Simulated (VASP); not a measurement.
# CaBe2O3 (Cmmm) in VASP: further runs

Runs on CaBe2O3. Level: PBE. Tasks: single point, relaxation of cell and atoms.

All numbers are computed with VASP 6.6.1; they aren't measurements. Logs are shortened: lines on timing, memory, paths and dates and some standing lists are left out, and cuts for length are marked.

## 1. The cell of the first run

Symmetry: Cmmm, No. 65, orthorhombic system. Conventional cell: a = 4.194 Å, b = 8.874 Å, c = 3.303 Å, α = 90.00°, β = 90.00°, γ = 90.00°. Within 2.8 Å of Ca (site symmetry mmm) lie 6 O at 2.10 Å. Be (site symmetry m2m) has 5 O at 1.77 to 2.15 Å within 2.4 Å. O (site symmetry m2m) has 3 Be at 1.77 to 2.10 Å and 2 Ca at 2.10 Å within 2.4 Å. O (site symmetry mmm) has 2 Ca at 2.10 Å and 4 Be at 2.15 Å within 2.8 Å.

## 2. Single point, PBE

INCAR reads:

```
SYSTEM = CaBe2O3
PREC     = Accurate       ! precision mode
ENCUT    = 520            ! plane-wave cutoff, eV
EDIFF    = 1E-6           ! SCF threshold, eV
ISMEAR   = 0              ! smearing method
SIGMA    = 0.1            ! smearing width, eV
LREAL    = .False.        ! projectors in reciprocal space
LASPH    = .True.         ! aspherical terms in the spheres
NELM     = 60             ! most SCF steps
ALGO     = Normal         ! electronic algorithm
ISIF     = 2              ! what is computed and relaxed
LWAVE    = .False.        ! write WAVECAR
LCHARG   = .True.         ! write CHGCAR
GGA      = PE             ! functional
LELF     = .True.         ! ELF
LVHAR    = .True.       
NBANDS   = 25             ! bands
```

KPOINTS reads:

```
regular mesh
0
Gamma
  4 4 6
  0 0 0
```

POSCAR reads:

```
CaBe2O3
1.0
    2.0971773400     -4.4369556700      0.0000000000
    2.0971773400      4.4369556700      0.0000000000
    0.0000000000      0.0000000000      3.3026826900
Ca Be O
1 2 3
Direct
    0.0000000000      0.0000000000      0.0000000000
    0.6549724500      0.3450275500      0.5000000000
    0.3450275500      0.6549724500      0.5000000000
    0.1453886600      0.8546113400      0.5000000000
    0.8546113400      0.1453886600      0.5000000000
    0.5000000000      0.5000000000      0.0000000000
```

Potentials or basis: VASP PAW PBE potentials, release 64 (Ca_sv, Be, O).

Command:

```
$ cat potpaw_PBE.64/Ca_sv/POTCAR potpaw_PBE.64/Be/POTCAR potpaw_PBE.64/O/POTCAR > POTCAR
$ mpirun -np 1 vasp_std > vasp.out
```

OUTCAR:

```text
SYSTEM = CaBe2O3
   PREC = Accurate
   ENCUT = 520
   EDIFF = 1E-6
   ISMEAR = 0
   LREAL = .False.
   LASPH = .True.
   NELM = 60
   ISIF = 2
   GGA = PE

 ion  position               nearest neighbor table
   1  0.000  0.000  0.000-   4 2.10   5 2.10   4 2.10   5 2.10   6 2.10   6 2.10
   2  0.655  0.345  0.500-   5 1.77   4 2.10   4 2.10   6 2.15   6 2.15
   3  0.345  0.655  0.500-   4 1.77   5 2.10   5 2.10   6 2.15   6 2.15
   4  0.145  0.855  0.500-   3 1.77   1 2.10   1 2.10   2 2.10   2 2.10
   5  0.855  0.145  0.500-   2 1.77   1 2.10   1 2.10   3 2.10   3 2.10
   6  0.500  0.500  0.000-   1 2.10   1 2.10   3 2.15   2 2.15   3 2.15   2 2.15

  LATTYP: Found a base centered orthorhombic cell.
 ALAT       =     4.1943546800
 B/A-ratio  =     2.1156797689
 C/A-ratio  =     0.7874113998

  Lattice vectors:

 A1 = (   2.0971773400,  -4.4369556700,   0.0000000000)
 A2 = (   2.0971773400,   4.4369556700,   0.0000000000)
 A3 = (   0.0000000000,   0.0000000000,   3.3026826900)

Analysis of symmetry for initial positions (statically):
=====================================================================
 Subroutine PRICEL returns:
 Original cell was already a primitive cell.

 Routine SETGRP: Setting up the symmetry group for a
 base centered orthorhombic supercell.

 Subroutine GETGRP returns: Found  8 space group operations
 (whereof  8 operations were pure point group operations)
 out of a pool of  8 trial point group operations.

The static configuration has the point symmetry D_2h.

Analysis of symmetry for dynamics (positions and initial velocities):
=====================================================================
 Subroutine PRICEL returns:
 Original cell was already a primitive cell.

 Routine SETGRP: Setting up the symmetry group for a
 base centered orthorhombic supercell.

 Subroutine GETGRP returns: Found  8 space group operations
 (whereof  8 operations were pure point group operations)
 out of a pool of  8 trial point group operations.

The dynamic configuration has the point symmetry D_2h.

 Subroutine INISYM returns: Found  8 space group operations
 (whereof  8 operations are pure point group operations),
 and found     1 'primitive' translations

----------------------------------------------------------------------------------------

                                     Primitive cell

  volume of cell :      61.4635

  direct lattice vectors                    reciprocal lattice vectors
     2.097177340 -4.436955670  0.000000000     0.238415698 -0.112689880  0.000000000
     2.097177340  4.436955670  0.000000000     0.238415698  0.112689880  0.000000000
     0.000000000  0.000000000  3.302682690     0.000000000  0.000000000  0.302784159

  length of vectors
     4.907619424  4.907619424  3.302682690     0.263706379  0.263706379  0.302784159

  position of ions in fractional coordinates (direct lattice)
     0.000000000  0.000000000  0.000000000
     0.654972450  0.345027550  0.500000000
     0.345027550  0.654972450  0.500000000
     0.145388660  0.854611340  0.500000000
     0.854611340  0.145388660  0.500000000
     0.500000000  0.500000000  0.000000000

  ion indices of the primitive-cell ions
   primitive index   ion index
                 1           1
                 2           2
                 3           3
                 4           4
                 5           5
                 6           6

----------------------------------------------------------------------------------------

 KPOINTS: regular mesh

Automatic generation of k-mesh.
 Grid dimensions read from file:
 generate k-points for:    4    4    6

 Generating k-lattice:

  Cartesian coordinates                     Fractional coordinates (reciprocal lattice)
     0.059603925 -0.028172470  0.000000000     0.250000000  0.000000000  0.000000000
     0.059603925  0.028172470  0.000000000     0.000000000  0.250000000  0.000000000
     0.000000000  0.000000000  0.050464026     0.000000000  0.000000000  0.166666667

  Length of vectors
     0.065926595  0.065926595  0.050464026

  Shift w.r.t. Gamma in fractional coordinates (k-lattice)
     0.000000000  0.000000000  0.000000000

 Subroutine IBZKPT returns following result:
 ===========================================

 Found     28 irreducible k-points:

 Following reciprocal coordinates:
            Coordinates               Weight
  0.000000  0.000000  0.000000      1.000000
  0.250000 -0.000000  0.000000      4.000000
  0.500000 -0.000000  0.000000      2.000000
  0.250000  0.250000  0.000000      2.000000
  0.500000  0.250000  0.000000      4.000000
 -0.250000  0.250000  0.000000      2.000000
[... 16 lines left out ...]
  0.250000 -0.000000  0.500000      4.000000
  0.500000 -0.000000  0.500000      2.000000
 [... further k-points ...]
   k-points           NKPTS =     28   k-points in BZ     NKDIM =     28   number of bands    NBANDS=     25
   number of dos      NEDOS =    301   number of ions     NIONS =      6
   total plane-waves  NPLWV =  36288
   dimension x,y,z NGX =    36 NGY =   36 NGZ =   28
   dimension x,y,z NGXF=    72 NGYF=   72 NGZF=   56
   ions per type =               1   2   3
   NGX,Y,Z   is equivalent  to a cutoff of  12.20, 12.20, 14.09 a.u.
   NGXF,Y,Z  is equivalent  to a cutoff of  24.39, 24.39, 28.19 a.u.
 SYSTEM =  CaBe2O3
   PREC   = accura    normal or accurate (medium, high low for compatibility)
   ISTART =      0    job   : 0-new  1-cont  2-samecut
   ICHARG =      2    charge: 1-file 2-atom 10-const
   ISPIN  =      1    spin polarized calculation?
   LNONCOLLINEAR =      F non collinear calculations
   LSORBIT =      F    spin-orbit coupling
   LASPH  =      T    aspherical Exc in radial PAW
   ENCUT  =  520.0 eV  38.22 Ry    6.18 a.u.   9.12  9.12  6.14*2*pi/ulx,y,z
   NELM   =     60;   NELMIN=  2; NELMDL= -5     # of ELM steps
   EDIFF  = 0.1E-05   stopping-criterion for ELM
   LREAL  =      F    real-space projection
   EDIFFG = 0.1E-04   stopping-criterion for IOM
   NSW    =      0    number of steps for IOM
   IBRION =     -1    ionic relax: 0-MD 1-quasi-New 2-CG
   NFREE  =      0    steps in history (QN), initial steepest desc. (CG)
   ISIF   =      2    stress and relaxation
   ISYM   =      2    0-nonsym 1-usesym 2-fastsym
   POTIM  = 0.5000    time-step for ionic-motion
   TEBEG  =    0.0;   TEEND  =   0.0 temperature during run
   PSTRESS=    0.0 pullay stress
   NELECT =      32.0000    total number of electrons
   NUPDOWN=      -1.0000    fix difference up-down
   EMIN   =  10.00;   EMAX   =-10.00  energy-range for DOS
   EFERMI =   0.00;   METHOD = LEGACY
   ISMEAR =     0;   SIGMA  =   0.10  broadening in eV -4-tet -1-fermi 0-gaus
   EFERMI_NEDOS =   21; number of points for ismear=-14 and -15
   IALGO  =     38    algorithm
   IMIX   =      4    mixing-type and parameters
     AMIX     =   0.40;   BMIX     =  1.00
     AMIX_MAG =   1.60;   BMIX_MAG =  1.00
  volume/ion in A,a.u.               =      10.24        69.13
  Fermi-wavevector in a.u.,A,eV,Ry     =   1.317000  2.488769 23.599157  1.734489
  Thomas-Fermi vector in A             =   2.447072
   LORBIT       =      0    0 simple, 1 ext, 2 COOP (PROOUT), +10 PAW based schemes
   GGA     = PE    functional components
   LHFCALC =     F    Hartree Fock is set to
   AEXX    =    0.0000 exact exchange contribution
   IVDW    =     0    specifies the selected vdW correction
   LEPSILON=     F    determine dielectric tensor
   LRPA    =     F    only Hartree local field effects (RPA)
 non-spin polarized calculation
 Gauss-broadening in eV      SIGMA  =   0.10
  energy-cutoff  :      520.00
  volume of cell :       61.46
 maximum number of plane-waves:      1672
   NGX = 19   NGY = 19   NGZ = 13

 number of electron      32.0000001 magnetization

 Free energy of the ion-electron system (eV)
  ---------------------------------------------------
  ext. energy  EPLUGINS =         0.00000000
  ---------------------------------------------------
  free energy    TOTEN  =       -35.39431616 eV

  energy without entropy =      -35.39431616  energy(sigma->0) =      -35.39431616

 E-fermi :   3.1294     XC(G=0): -10.4290

 val. band max:        2.6890311562   @ k =   0.0000   0.0000   0.0000
 cond. band min:       5.0399535598   @ k =   0.0000   0.0000   0.0000
 fundamental gap:      2.3509224035
 Fermi energy:         3.1293806888

 k-point     1 :       0.0000    0.0000    0.0000
  band No.  band energies     occupation
      1     -32.9201      2.00000
      2     -15.5228      2.00000
      3     -14.4594      2.00000
      4     -14.4500      2.00000
      5     -14.0716      2.00000
      6     -13.7881      2.00000
[... 17 lines left out ...]
     24      12.7951      0.00000
     25      14.0245      0.00000

 k-point     2 :       0.2500   -0.0000    0.0000
  band No.  band energies     occupation
      1     -32.9135      2.00000
      2     -15.7053      2.00000
      3     -15.5841      2.00000
      4     -14.0627      2.00000
      5     -14.0385      2.00000
      6     -12.4384      2.00000
[... 17 lines left out ...]
     24      12.5733      0.00000
     25      13.1235      0.00000

 k-point     3 :       0.5000   -0.0000    0.0000
  band No.  band energies     occupation
      1     -32.9069      2.00000
      2     -16.2033      2.00000
      3     -15.6508      2.00000
      4     -14.0537      2.00000
      5     -13.8676      2.00000
      6     -11.7727      2.00000
[... 17 lines left out ...]
     24      11.8445      0.00000
     25      13.4161      0.00000

 k-point     4 :       0.2500    0.2500    0.0000
  band No.  band energies     occupation
      1     -32.9068      2.00000
      2     -16.2016      2.00000
      3     -15.6539      2.00000
      4     -14.0537      2.00000
      5     -13.8652      2.00000
      6     -11.7732      2.00000
[... 17 lines left out ...]
     24      11.9714      0.00000
     25      13.5185      0.00000
[... 477 lines left out ...]
 k-point    22 :       0.0000    0.0000    0.5000
  band No.  band energies     occupation
      1     -32.8349      2.00000
      2     -16.4791      2.00000
      3     -14.3565      2.00000
      4     -14.2394      2.00000
      5     -13.8426      2.00000
      6     -13.2975      2.00000
[... 17 lines left out ...]
     24      13.8210      0.00000
     25      14.7080      0.00000

 k-point    23 :       0.2500   -0.0000    0.5000
  band No.  band energies     occupation
      1     -32.8287      2.00000
      2     -16.4219      2.00000
      3     -15.5062      2.00000
      4     -14.2365      2.00000
      5     -13.4909      2.00000
      6     -12.3364      2.00000
[... 17 lines left out ...]
     24      13.1783      0.00000
     25      14.0179      0.00000

 k-point    24 :       0.5000   -0.0000    0.5000
  band No.  band energies     occupation
      1     -32.8225      2.00000
      2     -16.3607      2.00000
      3     -16.0094      2.00000
      4     -14.2336      2.00000
      5     -13.6636      2.00000
      6     -11.4982      2.00000
[... 17 lines left out ...]
     24      13.3219      0.00000
     25      13.5991      0.00000

 [... further k-points ...]
[... 5 lines left out ...]
  --------------------------------------------------------------------------------------
  -------------------------------------------------------------------------------------
  Total        2.2846630     -3.3586152      6.2567937      0.0000000      0.0000000      0.0000000
  in kB       59.5546453    -87.5495137    163.0967569      0.0000000      0.0000000      0.0000000
  external PRESSURE =      45.0339628 kB  Pullay stress =       0.0000000 kB

 VOLUME and BASIS-vectors are now :
 -----------------------------------------------------------------------------
  energy-cutoff  :      520.00
  volume of cell :       61.46
      direct lattice vectors                 reciprocal lattice vectors
     2.097177340 -4.436955670  0.000000000     0.238415698 -0.112689880  0.000000000
     2.097177340  4.436955670  0.000000000     0.238415698  0.112689880  0.000000000
     0.000000000  0.000000000  3.302682690     0.000000000  0.000000000  0.302784159

 POSITION                                       TOTAL-FORCE (eV/Angst)
 -----------------------------------------------------------------------------------
      0.00000      0.00000      0.00000         0.000000     -0.000000     -0.000000
      2.09718     -1.37521      1.65134         0.000000     -1.214565     -0.000000
      2.09718      1.37521      1.65134         0.000000      1.214565     -0.000000
      2.09718      3.14679      1.65134         0.000000     -5.802003      0.000000
      2.09718     -3.14679      1.65134         0.000000      5.802003     -0.000000
      2.09718      0.00000      0.00000         0.000000      0.000000     -0.000000
 -----------------------------------------------------------------------------------
    total drift:                               -0.000000      0.000000     -0.000000

  FREE ENERGIE OF THE ION-ELECTRON SYSTEM (eV)
  ---------------------------------------------------
  free  energy   TOTEN  =       -35.3943161623 eV

  energy  without entropy=      -35.3943161623  energy(sigma->0) =      -35.39431616
```

Wall time 28 s (1 thread of AMD EPYC 9R45 (Zen 5), shared host); peak memory 0.17 GiB.

What came out:

* Free energy: -35.3943 eV
* Pressure: 4.5 GPa
* Largest force: 5.802 eV/Å
* Band gap on the k mesh: 2.35 eV, direct

Forces on the atoms (eV/Å):
```
Ca   0.000  0.000  0.000
Be   0.000 -1.215  0.000
Be   0.000  1.215  0.000
O    0.000 -5.802  0.000
O    0.000  5.802  0.000
O    0.000  0.000  0.000
```

Stress tensor (GPa, compression positive):
```
 5.96  0.00  0.00
 0.00 -8.75  0.00
 0.00  0.00 16.31
```

Caveat: forces of over 1 eV/Å act on the atoms, so gaps and moduli don't describe the material at rest. As with any semilocal functional, this PBE gap is likely too small.

## 3. Single point, PBE

This run uses another cell than the first one, of 10.77 Å³/atom, 1.051 times its volume.

INCAR reads:

```
  PREC = Accurate
  ENCUT = 520
  EDIFF = 1E-6
  ISMEAR = 0
  SIGMA = 0.1
  LREAL = False
  LASPH = True
  NELM = 80
  ALGO = Normal
  ISIF = 2
  LWAVE = False
  LCHARG = False
  GGA = PE
  NBANDS = 25
```

KPOINTS reads:

```
regular mesh
0
Gamma
  4 4 6
```

POSCAR reads:

```
CaBe2O3
1.0
    2.5431591308     -4.2082520550      0.0000000000
    2.5431591308      4.2082520550      0.0000000000
    0.0000000000      0.0000000000      3.0177219829
Ca Be O
1 2 3
Direct
    0.0000000000      0.0000000000      0.0000000000
    0.6426595658      0.3573404342      0.5000000000
    0.3573404342      0.6426595658      0.5000000000
    0.1850789463      0.8149210537      0.5000000000
    0.8149210537      0.1850789463      0.5000000000
    0.5000000000      0.5000000000      0.0000000000
```

Potentials or basis: VASP PAW PBE potentials, release 64 (Ca_sv, Be, O).

Command:

```
$ cat potpaw_PBE.64/Ca_sv/POTCAR potpaw_PBE.64/Be/POTCAR potpaw_PBE.64/O/POTCAR > POTCAR
$ mpirun -np 1 vasp_std > vasp.out
```

It took 27 s on 1 thread of AMD EPYC 9R45 (Zen 5), shared host; peak memory 0.18 GiB.

The run converged. Its results:

```
Free energy            : -37.2839 eV
Pressure               : 0.5 GPa
Largest force          : 0.142 eV/Å
Band gap on the k mesh : 1.92 eV, indirect (least direct gap 2.10 eV)
```

Forces on the atoms (eV/Å):
```
Ca   0.000  0.000  0.000
Be   0.000 -0.019  0.000
Be   0.000  0.019  0.000
O    0.000 -0.142  0.000
O    0.000  0.142  0.000
O    0.000  0.000  0.000
```

Stress tensor (GPa, compression positive):
```
0.35 0.00 0.00
0.00 0.43 0.00
0.00 0.00 0.64
```

Levels at points of the mesh, in eV from the valence-band top:
```tsv
k point	band 14	band 15	band 16	band 17	band 18	band 19
(0.00, 0.00, 0.00)	-0.98	-0.51	-0.18	1.92	5.87	6.39
(0.50, 0.00, 0.00)	-1.61	-1.14	-0.42	3.19	5.77	6.29
(0.50, 0.50, 0.00)	-1.46	-0.50	-0.11	2.72	5.68	6.02
(0.00, 0.00, 0.50)	-2.38	-1.02	-0.81	3.64	5.75	6.36
(0.50, 0.00, 0.50)	-1.89	-1.60	-1.42	5.09	5.53	6.81
(0.50, 0.50, 0.50)	-2.17	-1.45	0.00	4.90	6.61	6.68
```

## 4. Relaxation of cell and atoms, PBE

INCAR reads:

```
PREC = Accurate
ENCUT = 600
EDIFF = 1E-6
ISMEAR = 0
SIGMA = 0.1
LREAL = False
LASPH = True
NELM = 100
ALGO = Normal
ISIF = 3
LWAVE = False
LCHARG = False
GGA = PE
IBRION = 2
NSW = 90
EDIFFG = -0.04
```

KPOINTS reads:

```
Automatic mesh
0
Gamma
  4 4 6
```

POSCAR reads:

```
CaBe2O3
1.0
    2.0971773400     -4.4369556700      0.0000000000
    2.0971773400      4.4369556700      0.0000000000
    0.0000000000      0.0000000000      3.3026826900
Ca Be O
1 2 3
Direct
    0.0000000000      0.0000000000      0.0000000000
    0.6549724500      0.3450275500      0.5000000000
    0.3450275500      0.6549724500      0.5000000000
    0.1453886600      0.8546113400      0.5000000000
    0.8546113400      0.1453886600      0.5000000000
    0.5000000000      0.5000000000      0.0000000000
```

Command:

```
$ cat potpaw_PBE.64/Ca_sv/POTCAR potpaw_PBE.64/Be/POTCAR potpaw_PBE.64/O/POTCAR > POTCAR
$ mpirun -np 1 vasp_std > vasp.out
```

Run time: 4.5 min. Hardware: 1 thread of AMD EPYC 9R45 (Zen 5), shared host; peak memory 0.21 GiB.

It converged, with:

* Free energy: -37.2804 eV
* Relaxed volume: 10.64 Å³/atom
* Relaxed cell: a = 4.903 Å, b = 4.903 Å, c = 3.047 Å, α = 90.00°, β = 90.00°, γ = 119.35°
* Space group after relaxing (to 0.05 Å): Cmmm (No. 65)
* Energy gained by relaxing: 313.1 meV/atom
* Ionic steps: 18
* Pressure after relaxing: -0.2 GPa
* Largest force after relaxing: 0.009 eV/Å
* Band gap on the k mesh: 1.97 eV, indirect (least direct gap 2.11 eV)

Forces on the atoms (eV/Å):
```
Ca   0.000  0.000  0.000
Be   0.000  0.003  0.000
Be   0.000 -0.003  0.000
O    0.000 -0.009  0.000
O    0.000  0.009  0.000
O    0.000  0.000  0.000
```

Stress tensor (GPa, compression positive):
```
 0.18  0.00  0.00
 0.00 -0.47  0.00
 0.00  0.00 -0.31
```

The path:
```csv
step,energy change (eV),largest force (eV/Å),pressure (GPa),volume (Å³)
1,0.0000,5.8018,4.32,61.46
2,-1.1970,3.4251,5.36,63.86
3,-1.5135,0.3892,0.86,63.17
4,-1.5152,0.2456,1.02,63.21
5,-1.5149,0.3324,1.15,63.25
6,-1.6173,0.2659,-1.30,64.02
7,-1.7196,0.1740,-4.43,65.36
8,-1.7441,0.1791,-6.91,67.55
9,-1.7533,0.1417,-6.28,66.65
10,-1.8218,0.6099,-2.62,65.18
11,-1.8350,0.9285,-0.18,64.33
12,-1.8637,0.3891,0.41,63.51
13,-1.8637,0.4146,0.46,63.48
14,-1.8745,0.2024,0.44,63.42
15,-1.8773,0.0382,0.45,63.36
16,-1.8779,0.0206,0.27,63.54
17,-1.8781,0.0643,0.09,63.71
18,-1.8783,0.0092,-0.20,63.86
```

Final structure:
```
Ca Be O
1.0
     2.47563   -4.23254    0.00000
     2.47563    4.23254    0.00000
     0.00000    0.00000    3.04746
Ca Be O
1 2 3
Cartesian
  0.0000 0.0000 3.0475
  2.4756 -1.2217 1.5237
  2.4756 1.2217 1.5237
  2.4756 2.6768 1.5237
  2.4756 -2.6768 1.5237
  2.4756 0.0000 3.0475
```

Levels at points of the mesh, in eV from the valence-band top:
```csv
k point,band 12,band 13,band 14,band 15,band 16,band 17,band 18,band 19,band 20
"(0.00, 0.00, 0.00)",-3.45,-2.16,-1.02,-0.62,-0.14,1.97,5.85,6.62,7.20
"(0.50, 0.00, 0.00)",-3.07,-1.71,-1.57,-1.21,-0.50,3.23,5.91,6.42,6.45
"(0.50, 0.50, 0.00)",-2.31,-2.20,-1.57,-0.50,-0.16,2.77,5.84,6.08,6.68
"(0.00, 0.00, 0.50)",-3.10,-2.67,-2.44,-1.01,-0.84,3.88,5.76,6.44,6.92
"(0.50, 0.00, 0.50)",-2.82,-2.07,-1.91,-1.56,-1.43,5.30,5.67,6.85,6.86
"(0.50, 0.50, 0.50)",-2.71,-2.57,-2.10,-1.47,0.00,4.96,6.48,6.67,7.06
```

[end of part 1 of 2]
